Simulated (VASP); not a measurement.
Input of a VASP 6.6.1 run:

The input POSCAR:

```
CdS
1.0
    0.0000000000      2.9165000000      2.9165000000
    2.9165000000      0.0000000000      2.9165000000
    2.9165000000      2.9165000000      0.0000000000
Cd S
1 1
Direct
    0.0000000000      0.0000000000      0.0000000000
    0.7500000000      0.7500000000      0.7500000000
```

File INCAR.step1:

```
SYSTEM = CdS
ALGO     = Normal         ! electronic algorithm
EDIFF    = 1E-5           ! SCF threshold, eV
EDIFFG   = -0.005         ! ionic threshold
ENCUT    = 500            ! plane-wave cutoff, eV
GGA      = PE             ! functional
GGA_COMPAT= .False.      
IBRION   = 2              ! ionic algorithm
ISIF     = 3              ! what is computed and relaxed
ISMEAR   = -1             ! smearing method
LASPH    = .True.         ! aspherical terms in the spheres
LCHARG   = .False.        ! write CHGCAR
LREAL    = .False.        ! projectors in reciprocal space
LWAVE    = .True.         ! write WAVECAR
NBANDS   = 16             ! bands
NELM     = 120            ! most SCF steps
NELMIN   = 4            
NSW      = 100            ! ionic steps
PREC     = Accurate       ! precision mode
SIGMA    = 0.05           ! smearing width, eV
```

File INCAR.step2:

```
SYSTEM = CdS
AEXX     = 0.25           ! exact-exchange fraction
ALGO     = Normal         ! electronic algorithm
EDIFF    = 1E-7           ! SCF threshold, eV
EDIFFG   = -0.01          ! ionic threshold
ENCUT    = 500            ! plane-wave cutoff, eV
GGA      = PS             ! functional
GGA_COMPAT= .False.      
HFSCREEN = 0.207          ! screening, 1/A
IBRION   = 2              ! ionic algorithm
ISIF     = 3              ! what is computed and relaxed
ISMEAR   = -1             ! smearing method
ISTART   = 1            
LASPH    = .True.         ! aspherical terms in the spheres
LCHARG   = .False.        ! write CHGCAR
LHFCALC  = .True.         ! exact exchange
LREAL    = .False.        ! projectors in reciprocal space
LWAVE    = .False.        ! write WAVECAR
NELM     = 120            ! most SCF steps
NELMIN   = 4            
NSW      = 60             ! ionic steps
PREC     = Accurate       ! precision mode
PRECFOCK = Normal       
SIGMA    = 0.05           ! smearing width, eV
```

Contents of KPOINTS:

```
k-points
0
Gamma
  4 4 4
  0 0 0
```

Potentials or basis: VASP PAW PBE potentials, release 64 (Cd, S).

The run is started by

```console
$ cat potpaw_PBE.64/Cd/POTCAR potpaw_PBE.64/S/POTCAR > POTCAR
$ cp INCAR.step1 INCAR
$ mpirun -np 1 vasp_std > vasp.out
$ cp INCAR.step2 INCAR
$ mpirun -np 1 vasp_std > vasp.out
```

(1) What does it give for the band gap on the k mesh?

Answers

(1) 2.03 eV.

Caveat: the k points lie up to 0.47 Å⁻¹ apart in the final cell; the relaxation stopped at its first step, so nothing moved.
